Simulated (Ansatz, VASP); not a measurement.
# One calculation of BeTl, two programs

```
Be Tl
1.0
     3.20809    0.00000    0.00000
     0.00000    5.61794    0.00000
     0.00000    0.00000    4.27390
Be Tl
2 2
Direct
  0.50000 0.50000 0.83612
  0.00000 0.00000 0.16388
  0.00000 0.50000 0.33058
  0.50000 0.00000 0.66942
```

Alike in both runs: functional PBE; k mesh 14 × 8 × 12; occupations gaussian, width 0.1 eV; no spin polarisation.

Ansatz relaxed the structure, and its values are those at the end. VASP's run is a single point on that final structure, the one shown.

```csv
,VASP,Ansatz
version,VASP 6.6.1,Ansatz 0.2.0
potentials or method,"VASP PAW PBE potentials, release 64 (Be, Tl_d), cutoff 520 eV","scalar-relativistic, plane waves, PAW"
valence electrons in the cell,30,30
```

VASP gave:

- gap on the k mesh at the Fermi level (eV): none
- pressure (GPa): -0.1

Q: Estimate Ansatz's values.

A: gap on the k mesh at the Fermi level (eV): none; pressure (GPa): 0.0.

A gap of «none» marks a metal or a gap that the smearing closes. With one functional, cell and mesh, what is left measures potentials, basis and numerics.

Spin-orbit coupling is off throughout.
